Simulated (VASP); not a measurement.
# Sc in VASP: single point with PBEsol

Aim: the single point of Sc with PBEsol.

Program: VASP 6.6.1. These are calculated values, not measurements. Logs are shortened: lines on timing, memory, paths and dates and some standing lists are left out, and cuts for length are marked.

## (1) The cell of the first run

The cell holds a slab with vacuum, 5 atoms: a = 3.277 Å, b = 3.277 Å, c = 27.165 Å, α = 90.00°, β = 90.00°, γ = 120.00°.

## (2) Single point, PBEsol

File INCAR:

```
  PREC = Accurate
  ENCUT = 520
  EDIFF = 1E-6
  ISMEAR = 0
  SIGMA = 0.1
  LREAL = F
  LASPH = T
  NELM = 100
  ALGO = Normal
  ISIF = 2
  LWAVE = F
  LCHARG = F
  LDIPOL = T
  IDIPOL = 3
  DIPOL = 0.5 0.5 0.500
  GGA = PS
  NBANDS = 36
```

File KPOINTS:

```
Automatic mesh
0
Gamma
  9 9 1
```

File POSCAR:

```
Sc
1.0
    3.2769193511      0.0000000000      0.0000000000
   -1.6384596756      2.8378954042      0.0000000000
    0.0000000000      0.0000000000     27.1650156205
Sc
5
Direct
    0.6666666667      0.3333333333      0.3129024521
    0.3333333333      0.6666666667      0.4064512261
    0.6666666667      0.3333333333      0.5006336435
    0.3333333333      0.6666666667      0.5947372247
    0.6666666667      0.3333333333      0.6854718246
```

Potentials or basis: VASP PAW PBE potentials, release 64 (Sc_sv).

Launch:

```sh
$ cat potpaw_PBE.64/Sc_sv/POTCAR > POTCAR
$ mpirun -np 1 vasp_std > vasp.out
```

OUTCAR:

```text
PREC = Accurate
   ENCUT = 520
   EDIFF = 1E-6
   ISMEAR = 0
   LREAL = F
   LASPH = T
   NELM = 100
   ISIF = 2
   GGA = PS

 ion  position               nearest neighbor table
   1  0.667  0.333  0.313-   2 3.17   2 3.17   2 3.17
   2  0.333  0.667  0.406-   1 3.17   1 3.17   1 3.17   3 3.18   3 3.18   3 3.18
   3  0.667  0.333  0.501-   4 3.18   4 3.18   4 3.18   2 3.18   2 3.18   2 3.18
   4  0.333  0.667  0.595-   5 3.11   5 3.11   5 3.11   3 3.18   3 3.18   3 3.18
   5  0.667  0.333  0.685-   4 3.11   4 3.11   4 3.11

  LATTYP: Found a hexagonal cell.
 ALAT       =     3.2769193511
 C/A-ratio  =     8.2898029246

  Lattice vectors:

 A1 = (   3.2769193511,   0.0000000000,   0.0000000000)
 A2 = (  -1.6384596756,   2.8378954042,   0.0000000000)
 A3 = (   0.0000000000,   0.0000000000,  27.1650156205)

Analysis of symmetry for initial positions (statically):
=====================================================================
 Subroutine PRICEL returns:
 Original cell was already a primitive cell.

 Routine SETGRP: Setting up the symmetry group for a
 hexagonal supercell.

 Subroutine GETGRP returns: Found  6 space group operations
 (whereof  6 operations were pure point group operations)
 out of a pool of 24 trial point group operations.

The static configuration has the point symmetry C_3v.

Analysis of symmetry for dynamics (positions and initial velocities):
=====================================================================
 Subroutine PRICEL returns:
 Original cell was already a primitive cell.

 Routine SETGRP: Setting up the symmetry group for a
 hexagonal supercell.

 Subroutine GETGRP returns: Found  6 space group operations
 (whereof  6 operations were pure point group operations)
 out of a pool of 24 trial point group operations.

The dynamic configuration has the point symmetry C_3v.

 Subroutine INISYM returns: Found  6 space group operations
 (whereof  6 operations are pure point group operations),
 and found     1 'primitive' translations

----------------------------------------------------------------------------------------

                                     Primitive cell

  volume of cell :     252.6225

  direct lattice vectors                    reciprocal lattice vectors
     3.276919351  0.000000000  0.000000000     0.305164666  0.176186902  0.000000000
    -1.638459676  2.837895404  0.000000000     0.000000000  0.352373804  0.000000000
     0.000000000  0.000000000 27.165015621     0.000000000  0.000000000  0.036812053

  length of vectors
     3.276919351  3.276919351 27.165015621     0.352373804  0.352373804  0.036812053

  position of ions in fractional coordinates (direct lattice)
     0.666666667  0.333333333  0.312902452
     0.333333333  0.666666667  0.406451226
     0.666666667  0.333333333  0.500633644
     0.333333333  0.666666667  0.594737225
     0.666666667  0.333333333  0.685471825

  ion indices of the primitive-cell ions
   primitive index   ion index
                 1           1
                 2           2
                 3           3
                 4           4
                 5           5

----------------------------------------------------------------------------------------

 KPOINTS: Automatic mesh

Automatic generation of k-mesh.
 Grid dimensions read from file:
 generate k-points for:    9    9    1

 Generating k-lattice:

  Cartesian coordinates                     Fractional coordinates (reciprocal lattice)
     0.033907185  0.019576322  0.000000000     0.111111111  0.000000000  0.000000000
     0.000000000  0.039152645  0.000000000     0.000000000  0.111111111  0.000000000
     0.000000000  0.000000000  0.036812053     0.000000000  0.000000000  1.000000000

  Length of vectors
     0.039152645  0.039152645  0.036812053

  Shift w.r.t. Gamma in fractional coordinates (k-lattice)
     0.000000000  0.000000000  0.000000000

 Subroutine IBZKPT returns following result:
 ===========================================

 Found     12 irreducible k-points:

 Following reciprocal coordinates:
            Coordinates               Weight
  0.000000  0.000000  0.000000      1.000000
  0.111111 -0.000000  0.000000      6.000000
  0.222222 -0.000000  0.000000      6.000000
  0.333333 -0.000000  0.000000      6.000000
  0.444444 -0.000000  0.000000      6.000000
  0.111111  0.111111  0.000000      6.000000
  0.222222  0.111111  0.000000     12.000000
  0.333333  0.111111  0.000000     12.000000
  0.444444  0.111111  0.000000      6.000000
  0.222222  0.222222  0.000000      6.000000
  0.333333  0.222222  0.000000     12.000000
  0.333333  0.333333  0.000000      2.000000
   k-points           NKPTS =     12   k-points in BZ     NKDIM =     12   number of bands    NBANDS=     36
   number of dos      NEDOS =    301   number of ions     NIONS =      5
   total plane-waves  NPLWV = 120960
   dimension x,y,z NGX =    24 NGY =   24 NGZ =  210
   dimension x,y,z NGXF=    48 NGYF=   48 NGZF=  420
   ions per type =               5
   NGX,Y,Z   is equivalent  to a cutoff of  12.18, 12.18, 12.85 a.u.
   NGXF,Y,Z  is equivalent  to a cutoff of  24.35, 24.35, 25.70 a.u.
 SYSTEM =  unknown system
   PREC   = accura    normal or accurate (medium, high low for compatibility)
   ISTART =      0    job   : 0-new  1-cont  2-samecut
   ICHARG =      2    charge: 1-file 2-atom 10-const
   ISPIN  =      1    spin polarized calculation?
   LNONCOLLINEAR =      F non collinear calculations
   LSORBIT =      F    spin-orbit coupling
   LASPH  =      T    aspherical Exc in radial PAW
   ENCUT  =  520.0 eV  38.22 Ry    6.18 a.u.   6.09  6.09 50.51*2*pi/ulx,y,z
   NELM   =    100;   NELMIN=  2; NELMDL= -5     # of ELM steps
   EDIFF  = 0.1E-05   stopping-criterion for ELM
   LREAL  =      F    real-space projection
   EDIFFG = 0.1E-04   stopping-criterion for IOM
   NSW    =      0    number of steps for IOM
   IBRION =     -1    ionic relax: 0-MD 1-quasi-New 2-CG
   NFREE  =      0    steps in history (QN), initial steepest desc. (CG)
   ISIF   =      2    stress and relaxation
   ISYM   =      2    0-nonsym 1-usesym 2-fastsym
   POTIM  = 0.5000    time-step for ionic-motion
   TEBEG  =    0.0;   TEEND  =   0.0 temperature during run
   PSTRESS=    0.0 pullay stress
   NELECT =      55.0000    total number of electrons
   NUPDOWN=      -1.0000    fix difference up-down
   EMIN   =  10.00;   EMAX   =-10.00  energy-range for DOS
   EFERMI =   0.00;   METHOD = LEGACY
   ISMEAR =     0;   SIGMA  =   0.10  broadening in eV -4-tet -1-fermi 0-gaus
   EFERMI_NEDOS =   21; number of points for ismear=-14 and -15
   IALGO  =     38    algorithm
   IMIX   =      4    mixing-type and parameters
     AMIX     =   0.40;   BMIX     =  1.00
     AMIX_MAG =   1.60;   BMIX_MAG =  1.00
  volume/ion in A,a.u.               =      50.52       340.96
  Fermi-wavevector in a.u.,A,eV,Ry     =   0.984854  1.861104 13.196790  0.969937
  Thomas-Fermi vector in A             =   2.116117
   LORBIT       =      0    0 simple, 1 ext, 2 COOP (PROOUT), +10 PAW based schemes
   GGA     = PS    functional components
   LHFCALC =     F    Hartree Fock is set to
   AEXX    =    0.0000 exact exchange contribution
   IVDW    =     0    specifies the selected vdW correction
   LEPSILON=     F    determine dielectric tensor
   LRPA    =     F    only Hartree local field effects (RPA)
 non-spin polarized calculation
 Gauss-broadening in eV      SIGMA  =   0.10
  energy-cutoff  :      520.00
  volume of cell :      252.62
 maximum number of plane-waves:      6894
   NGX = 13   NGY = 13   NGZ =101

 dipolmoment           0.000000      0.000000      0.002354 electrons x Angstroem

 number of electron      55.0000013 magnetization

 dipolmoment           0.000000      0.000000     -0.002078 electrons x Angstroem

 Free energy of the ion-electron system (eV)
  ---------------------------------------------------
  ext. energy  EPLUGINS =         0.00000000
  ---------------------------------------------------
  free energy    TOTEN  =       -31.43756041 eV

  energy without entropy =      -31.35890310  energy(sigma->0) =      -31.39823176

 E-fermi :   0.0453     XC(G=0):  -5.4793

 val. band max:        0.0345549648   @ k =   0.2222   0.2222   0.0000
 cond. band min:       0.0453005056   @ k =   0.2222  -0.0000   0.0000
 fundamental gap:      0.0107455407
 Fermi energy:         0.0452754986

 k-point     1 :       0.0000    0.0000    0.0000
  band No.  band energies     occupation
      1     -49.4897      2.00000
      2     -49.4249      2.00000
      3     -49.0276      2.00000
      4     -48.9456      2.00000
      5     -48.8775      2.00000
      6     -28.2996      2.00000
[... 28 lines left out ...]
     35       1.6178      0.00000
     36       1.6245      0.00000

 k-point     2 :       0.1111   -0.0000    0.0000
  band No.  band energies     occupation
      1     -49.4851      2.00000
      2     -49.4203      2.00000
      3     -49.0223      2.00000
      4     -48.9416      2.00000
      5     -48.8735      2.00000
      6     -28.2926      2.00000
[... 28 lines left out ...]
     35       1.6066      0.00000
     36       1.7090      0.00000

 k-point     3 :       0.2222   -0.0000    0.0000
  band No.  band energies     occupation
      1     -49.4735      2.00000
      2     -49.4085      2.00000
      3     -49.0086      2.00000
      4     -48.9317      2.00000
      5     -48.8632      2.00000
      6     -28.2754      2.00000
[... 28 lines left out ...]
     35       1.6955      0.00000
     36       1.8649      0.00000
[... 274 lines left out ...]
 k-point    11 :       0.3333    0.2222    0.0000
  band No.  band energies     occupation
      1     -49.4479      2.00000
      2     -49.3825      2.00000
      3     -48.9778      2.00000
      4     -48.9102      2.00000
      5     -48.8404      2.00000
      6     -28.2848      2.00000
[... 28 lines left out ...]
     35       1.1261      0.00000
     36       1.2155      0.00000

 k-point    12 :       0.3333    0.3333    0.0000
  band No.  band energies     occupation
      1     -49.4456      2.00000
      2     -49.3801      2.00000
      3     -48.9750      2.00000
      4     -48.9083      2.00000
      5     -48.8384      2.00000
      6     -28.2440      2.00000
[... 28 lines left out ...]
     35       0.9168      0.00000
     36       0.9814      0.00000

------------------------ aborting loop because EDIFF is reached ----------------------------------------

 vacuum level on the upper side and lower side of the slab       (xc-potential included)        -0.317        -0.283

  FORCE on cell =-STRESS in cart. coord.  units (eV):
  Direction    XX          YY          ZZ          XY          YZ          ZX
  --------------------------------------------------------------------------------------
  -------------------------------------------------------------------------------------
  Total       -0.9421380     -0.9421380     -0.4025346      0.0000000      0.0000000     -0.0000000
  in kB       -5.9752078     -5.9752078     -2.5529466      0.0000000      0.0000000     -0.0000000
  external PRESSURE =      -4.8344541 kB  Pullay stress =       0.0000000 kB

 VOLUME and BASIS-vectors are now :
 -----------------------------------------------------------------------------
  energy-cutoff  :      520.00
  volume of cell :      252.62
      direct lattice vectors                 reciprocal lattice vectors
     3.276919351  0.000000000  0.000000000     0.305164666  0.176186902  0.000000000
    -1.638459676  2.837895404  0.000000000     0.000000000  0.352373804  0.000000000
     0.000000000  0.000000000 27.165015621     0.000000000  0.000000000  0.036812053

 POSITION                                       TOTAL-FORCE (eV/Angst)
 -----------------------------------------------------------------------------------
      1.63846      0.94597      8.50000         0.000000     -0.000000      0.157887
     -0.00000      1.89193     11.04125        -0.000000     -0.000000     -0.163601
      1.63846      0.94597     13.59972        -0.000000      0.000000     -0.001616
     -0.00000      1.89193     16.15605         0.000000      0.000000      0.000940
      1.63846      0.94597     18.62085         0.000000     -0.000000      0.006390
 -----------------------------------------------------------------------------------
    total drift:                               -0.000000      0.000000     -0.000514

  FREE ENERGIE OF THE ION-ELECTRON SYSTEM (eV)
  ---------------------------------------------------
  free  energy   TOTEN  =       -31.4375604111 eV

  energy  without entropy=      -31.3589030998  energy(sigma->0) =      -31.39823176

 vacuum level on the upper side and lower side of the slab         3.307         3.378
```

Wall time 4.1 min (1 thread of Intel Xeon Platinum 8488C (Sapphire Rapids), shared host); peak memory 0.38 GiB.

Results:

* Free energy: -31.4376 eV
* Largest force: 0.164 eV/Å
* Band gap on the k mesh: zero (an odd number of electrons rules out a gap without spin polarisation)

Forces on the atoms (eV/Å):
```
Sc   0.000  0.000  0.158
Sc   0.000  0.000 -0.164
Sc   0.000  0.000 -0.002
Sc   0.000  0.000  0.001
Sc   0.000  0.000  0.006
```

Caveat: the PAW data sets were made with another functional, which shifts forces and pressure a little.
